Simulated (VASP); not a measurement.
# V (Fm-3m) in VASP: a series of runs

V is run at these levels: RPBE; tasks: single point, relaxation of cell and atoms.

All numbers are computed with VASP 6.6.1; they aren't measurements. Logs are shortened: lines on timing, memory, paths and dates and some standing lists are left out, and cuts for length are marked.

### Step 1. The cell of the first run

Symmetry: Fm-3m, No. 225, cubic system. The conventional cell has a = 3.849 Å, b = 3.849 Å, c = 3.849 Å, α = 90.00°, β = 90.00°, γ = 90.00°. Within 3.6 Å of V (site symmetry m-3m) lie 12 V at 2.72 Å.

This isn't the form of V at room conditions, which is bcc.

### Step 2. Single point, RPBE

Input file INCAR:

```
SYSTEM = V
PREC = Accurate
ENCUT = 500
EDIFF = 1E-6
ISMEAR = -1
SIGMA = 0.1
LREAL = .False.
LASPH = .True.
NELM = 120
ALGO = Normal
ISIF = 2
LWAVE = .False.
LCHARG = .True.
GGA = RP
LELF = .True.
LVHAR = .True.
NBANDS = 12
GGA_COMPAT = .False.
```

Input file KPOINTS:

```
Automatic mesh
0
Gamma
  14 14 14
  0 0 0
```

Input file POSCAR:

```
V
1.0
    0.0000000000      1.9246544945      1.9246544945
    1.9246544945      0.0000000000      1.9246544945
    1.9246544945      1.9246544945      0.0000000000
V
1
Direct
    0.0000000000      0.0000000000      0.0000000000
```

Potentials or basis: VASP PAW PBE potentials, release 64 (V_sv).

The run is started by

```console
$ cat potpaw_PBE.64/V_sv/POTCAR > POTCAR
$ mpirun -np 1 vasp_std > vasp.out
```

OUTCAR:

```text
SYSTEM = V
   PREC = Accurate
   ENCUT = 500
   EDIFF = 1E-6
   ISMEAR = -1
   LREAL = .False.
   LASPH = .True.
   NELM = 120
   ISIF = 2
   GGA = RP

 ion  position               nearest neighbor table
   1  0.000  0.000  0.000-

  LATTYP: Found a face centered cubic cell.
 ALAT       =     3.8493089890

  Lattice vectors:

 A1 = (   0.0000000000,   1.9246544945,   1.9246544945)
 A2 = (   1.9246544945,   0.0000000000,   1.9246544945)
 A3 = (   1.9246544945,   1.9246544945,   0.0000000000)

Analysis of symmetry for initial positions (statically):
=====================================================================
 Subroutine PRICEL returns:
 Original cell was already a primitive cell.

 Routine SETGRP: Setting up the symmetry group for a
 face centered cubic supercell.

 Subroutine GETGRP returns: Found 48 space group operations
 (whereof 48 operations were pure point group operations)
 out of a pool of 48 trial point group operations.

The static configuration has the point symmetry O_h .

Analysis of symmetry for dynamics (positions and initial velocities):
=====================================================================
 Subroutine PRICEL returns:
 Original cell was already a primitive cell.

 Routine SETGRP: Setting up the symmetry group for a
 face centered cubic supercell.

 Subroutine GETGRP returns: Found 48 space group operations
 (whereof 48 operations were pure point group operations)
 out of a pool of 48 trial point group operations.

The dynamic configuration has the point symmetry O_h .

 Subroutine INISYM returns: Found 48 space group operations
 (whereof 48 operations are pure point group operations),
 and found     1 'primitive' translations

----------------------------------------------------------------------------------------

                                     Primitive cell

  volume of cell :      14.2590

  direct lattice vectors                    reciprocal lattice vectors
     0.000000000  1.924654494  1.924654494    -0.259786887  0.259786887  0.259786887
     1.924654494  0.000000000  1.924654494     0.259786887 -0.259786887  0.259786887
     1.924654494  1.924654494  0.000000000     0.259786887  0.259786887 -0.259786887

  length of vectors
     2.721872489  2.721872489  2.721872489     0.449964088  0.449964088  0.449964088

[... 77 lines left out ...]
   NELM   =    120;   NELMIN=  2; NELMDL= -5     # of ELM steps
   EDIFF  = 0.1E-05   stopping-criterion for ELM
   LREAL  =      F    real-space projection
   EDIFFG = 0.1E-04   stopping-criterion for IOM
   NSW    =      0    number of steps for IOM
   IBRION =     -1    ionic relax: 0-MD 1-quasi-New 2-CG
   NFREE  =      0    steps in history (QN), initial steepest desc. (CG)
   ISIF   =      2    stress and relaxation
   ISYM   =      2    0-nonsym 1-usesym 2-fastsym
   POTIM  = 0.5000    time-step for ionic-motion
   TEBEG  =    0.0;   TEEND  =   0.0 temperature during run
   PSTRESS=    0.0 pullay stress
   NELECT =      13.0000    total number of electrons
   NUPDOWN=      -1.0000    fix difference up-down
   EMIN   =  10.00;   EMAX   =-10.00  energy-range for DOS
   EFERMI =   0.00;   METHOD = LEGACY
   ISMEAR =    -1;   SIGMA  =   0.10  broadening in eV -4-tet -1-fermi 0-gaus
   EFERMI_NEDOS =   21; number of points for ismear=-14 and -15
   IALGO  =     38    algorithm
   IMIX   =      4    mixing-type and parameters
     AMIX     =   0.40;   BMIX     =  1.00
     AMIX_MAG =   1.60;   BMIX_MAG =  1.00
  volume/ion in A,a.u.               =      14.26        96.22
  Fermi-wavevector in a.u.,A,eV,Ry     =   1.587425  2.999798 34.285561  2.519918
  Thomas-Fermi vector in A             =   2.686584
   LORBIT       =      0    0 simple, 1 ext, 2 COOP (PROOUT), +10 PAW based schemes
   GGA     = RP    functional components
   LHFCALC =     F    Hartree Fock is set to
   AEXX    =    0.0000 exact exchange contribution
   IVDW    =     0    specifies the selected vdW correction
   LEPSILON=     F    determine dielectric tensor
   LRPA    =     F    only Hartree local field effects (RPA)
 non-spin polarized calculation
  energy-cutoff  :      500.00
  volume of cell :       14.26
 maximum number of plane-waves:       378
   NGX =  9   NGY =  9   NGZ =  9

 number of electron      12.9999996 magnetization

 Free energy of the ion-electron system (eV)
  ---------------------------------------------------
  ext. energy  EPLUGINS =         0.00000000
  ---------------------------------------------------
  free energy    TOTEN  =        -8.30950902 eV

  energy without entropy =       -8.25106841  energy(sigma->0) =       -8.28028871

 E-fermi :   9.4296     XC(G=0): -12.4821

 val. band max:        9.4221738306   @ k =   0.4286   0.2857   0.0714
 cond. band min:       9.4359444478   @ k =   0.0714   0.0714   0.0000
 fundamental gap:      0.0137706172
 Fermi energy:         9.4296471344

 k-point     1 :       0.0000    0.0000    0.0000
  band No.  band energies     occupation
      1     -54.8105      2.00000
      2     -28.1325      2.00000
      3     -28.1325      2.00000
      4     -28.1325      2.00000
      5       2.6635      2.00000
      6       9.6008      0.30590
      7       9.6008      0.30590
      8       9.6008      0.30590
      9      11.2896      0.00000
     10      11.2896      0.00000
     11      26.8696      0.00000
     12      31.9218      0.00000
[... 331 lines left out ...]
 k-point    24 :       0.2857    0.1429    0.0000
  band No.  band energies     occupation
      1     -54.7248      2.00000
      2     -28.5030      2.00000
      3     -28.2307      2.00000
      4     -28.2232      2.00000
      5       5.0011      2.00000
      6       8.4757      1.99986
      7       9.7928      0.05158
      8      10.2873      0.00038
      9      11.1120      0.00000
     10      11.8077      0.00000
     11      24.4991      0.00000
     12      27.4384      0.00000

 [... further k-points ...]
[... 5 lines left out ...]
  --------------------------------------------------------------------------------------
  -------------------------------------------------------------------------------------
  Total        0.0084014      0.0084014      0.0084014     -0.0000000      0.0000000     -0.0000000
  in kB        0.9440074      0.9440074      0.9440074     -0.0000000      0.0000000     -0.0000000
  external PRESSURE =       0.9440074 kB  Pullay stress =       0.0000000 kB

 VOLUME and BASIS-vectors are now :
 -----------------------------------------------------------------------------
  energy-cutoff  :      500.00
  volume of cell :       14.26
      direct lattice vectors                 reciprocal lattice vectors
     0.000000000  1.924654494  1.924654494    -0.259786887  0.259786887  0.259786887
     1.924654494  0.000000000  1.924654494     0.259786887 -0.259786887  0.259786887
     1.924654494  1.924654494  0.000000000     0.259786887  0.259786887 -0.259786887

 POSITION                                       TOTAL-FORCE (eV/Angst)
 -----------------------------------------------------------------------------------
      0.00000      0.00000      0.00000         0.000000     -0.000000      0.000000
 -----------------------------------------------------------------------------------
    total drift:                                0.000000      0.000000      0.000000

  FREE ENERGIE OF THE ION-ELECTRON SYSTEM (eV)
  ---------------------------------------------------
  free  energy   TOTEN  =        -8.3095090188 eV

  energy  without entropy=       -8.2510684106  energy(sigma->0) =       -8.28028871
```

stdout:

```text
POSCAR found type information on POSCAR V
 POSCAR found :  1 types and       1 ions
 scaLAPACK will be used
 -----------------------------------------------------------------------------
|                                                                             |
|                                                                             |
|     You enforced a specific xc type in the INCAR file but a different       |
|     I HOPE YOU KNOW WHAT YOU ARE DOING!                                     |
|                                                                             |
 -----------------------------------------------------------------------------

 LDA part: xc-table for (Slater+PW92), standard interpolation
 POSCAR, INCAR and KPOINTS ok, starting setup
 FFT: planning ... GRIDC
 FFT: planning ... GRID_SOFT
 FFT: planning ... GRID
 WAVECAR not read
 entering main loop
```

Wall time 16 s (1 thread of Intel Xeon Platinum 8259CL at 2.50GHz (Skylake/Cascade Lake), shared host); peak memory 0.13 GiB.

Results:

- Free energy: -8.3095 eV
- Pressure: 0.1 GPa
- Band gap on the k mesh: zero (an odd number of electrons rules out a gap without spin polarisation)

Caveat: the PAW data sets were made with another functional, which shifts forces and pressure a little.

### Step 3. Relaxation of cell and atoms, RPBE

This run uses another cell than the first one, of 13.83 Å³/atom.

Input file INCAR:

```
  PREC = Accurate
  ENCUT = 500
  EDIFF = 1E-7
  ISMEAR = -1
  SIGMA = 0.1
  LREAL = False
  LASPH = True
  NELM = 120
  ALGO = Normal
  ISIF = 3
  LWAVE = False
  LCHARG = False
  GGA = RP
  IBRION = 2
  NSW = 80
  EDIFFG = -0.01
  GGA_COMPAT = False
  NELMIN = 4
```

Input file KPOINTS:

```
regular mesh
0
Gamma
  14 14 14
```

Input file POSCAR:

```
V
1.0
    0.0000000000      1.9050006274      1.9050006274
    1.9050006274      0.0000000000      1.9050006274
    1.9050006274      1.9050006274      0.0000000000
V
1
Direct
    0.0000000000      0.0000000000      0.0000000000
```

Potentials or basis: VASP PAW PBE potentials, release 64 (V_sv).

The run is started by

```console
$ cat potpaw_PBE.64/V_sv/POTCAR > POTCAR
$ mpirun -np 1 vasp_std > vasp.out
```

It took 30 s on 1 thread of Intel Xeon Platinum 8259CL at 2.50GHz (Skylake/Cascade Lake), shared host; peak memory 0.13 GiB.

The run converged. Its results:

```yaml
Free_energy: -8.3088 eV
Relaxed_volume: 14.26 Å³/atom
Relaxed_cell: a = 2.722 Å, b = 2.722 Å, c = 2.722 Å, α = 60.00°, β = 60.00°, γ = 60.00°
Space_group_after_relaxing_to_0.1_Å: Fm-3m (No. 225)
Energy_gained_by_relaxing: 7.2 meV/atom
Ionic_steps: 3
Pressure_after_relaxing: 0.0 GPa
Band_gap_on_the_k_mesh: zero (an odd number of electrons rules out a gap without spin polarisation)
```

The path:
```
step  energy change (eV)  largest force (eV/Å)  pressure (GPa)  volume (Å³)
   1              0.0000                0.0000            5.51        13.83
   2              0.0030                0.0000           -5.88        14.80
   3             -0.0072                0.0000           -0.03        14.26
```

Final structure:
```
V
1.0
     0.00000    1.92474    1.92474
     1.92474    0.00000    1.92474
     1.92474    1.92474    0.00000
V
1
Direct
  0.00000 0.00000 0.00000
```

Levels at points of the mesh, in eV from the Fermi level:
| k point | band 3 | band 4 | band 5 | band 6 | band 7 | band 8 | band 9 | band 10 |
| --- | --- | --- | --- | --- | --- | --- | --- | --- |
| (0.00, 0.00, 0.00) | -37.56 | -37.56 | -6.77 | 0.17 | 0.17 | 0.17 | 1.86 | 1.86 |
| (0.50, 0.00, 0.00) | -37.66 | -37.66 | -3.23 | 0.07 | 0.07 | 0.70 | 2.96 | 2.96 |
| (0.50, 0.50, 0.00) | -37.82 | -37.82 | -3.33 | -2.51 | 2.96 | 3.24 | 3.25 | 3.25 |

Caveat: the PAW data sets were made with another functional, which shifts forces and pressure a little.
